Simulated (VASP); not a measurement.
A run of VASP 6.6.1 is set up as follows.

INCAR

```
PREC = Accurate
ENCUT = 500
EDIFF = 1E-6
ISMEAR = -1
SIGMA = 0.08
LREAL = False
LASPH = True
NELM = 120
ALGO = Normal
ISIF = 2
LWAVE = False
LCHARG = True
GGA = PE
LELF = True
LVHAR = True
NBANDS = 19
GGA_COMPAT = False
```

Contents of KPOINTS:

```
Automatic mesh
0
Gamma
  13 13 7
```

POSCAR

```
Ti
1.0
    2.9201978648      0.0000000000      0.0000000000
   -1.4600989324      2.5289655350      0.0000000000
    0.0000000000      0.0000000000      4.6386634303
Ti
2
Direct
    0.3333333333      0.6666666667      0.2500000000
    0.6666666667      0.3333333333      0.7500000000
```

Potentials or basis: VASP PAW PBE potentials, release 64 (Ti_sv).

Command:

```sh
$ cat potpaw_PBE.64/Ti_sv/POTCAR > POTCAR
$ mpirun -np 1 vasp_std > vasp.out
```

**Question.** Estimate the pressure.

**Answer.** 1.5 GPa.

**Question.** What does it give for the band gap on the k mesh?

**Answer.** Zero (band 12 reaches 9.27 eV, above the bottom of band 13 at 8.15 eV).

Stress tensor (GPa, compression positive):
```
1.62 0.00 0.00
0.00 1.62 0.00
0.00 0.00 1.31
```
